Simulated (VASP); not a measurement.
Runs of VASP 6.6.1 on TiAl. The structure is that of space group P-6m2 (No. 187), or close to it. The cells are those of the table. 

```csv
cell,gap on the mesh (eV),pressure (GPa)
"a = 2.990, b = 2.990, c = 4.804 Å, angles 90.0, 90.0, 120.0°, 2 atoms",none,(c)
"a = 2.905, b = 2.905, c = 4.989 Å, angles 90.0, 90.0, 120.0°, 2 atoms",none,(b)
"a = 2.942, b = 2.942, c = 4.804 Å, angles 90.0, 90.0, 120.0°, 2 atoms",none,-9.6
"a = 2.942, b = 2.942, c = 4.989 Å, angles 90.0, 90.0, 120.0°, 2 atoms",none,-12.2
"a = 2.990, b = 2.990, c = 4.619 Å, angles 90.0, 90.0, 120.0°, 2 atoms",none,-8.7
"a = 2.895, b = 2.895, c = 4.989 Å, angles 90.0, 90.0, 120.0°, 2 atoms",none,-10.1
"a = 2.848, b = 2.848, c = 5.173 Å, angles 90.0, 90.0, 120.0°, 2 atoms",none,-9.9
"a = 2.933, b = 2.933, c = 4.865 Å, angles 90.0, 90.0, 120.0°, 2 atoms",none,(a)
```

Alike in all rows: task single point; level PBEsol; potentials or basis VASP PAW PBE potentials, release 64 (Ti_sv, Al); no spin polarisation; k mesh 18 × 18 × 10; cutoff (eV) 520; smearing gaussian 0.15 eV.

Task: Fill in the values left out.

Result: (a) -10.2; (b) -10.6; (c) -11.6.

Caveats: the PAW data sets were made with another functional, which shifts forces and pressure a little; the cell stands under tension (at least some runs); the stress differs along the axes, from -16 to -8 GPa (at least some runs); the stress differs along the axes, from -17 to -10 GPa (at least some runs); the stress differs along the axes, from -16 to -7 GPa (at least some runs); the stress differs along the axes, from -20 to -5 GPa (at least some runs).

A gap of «none» marks levels without a gap at the run's occupations.
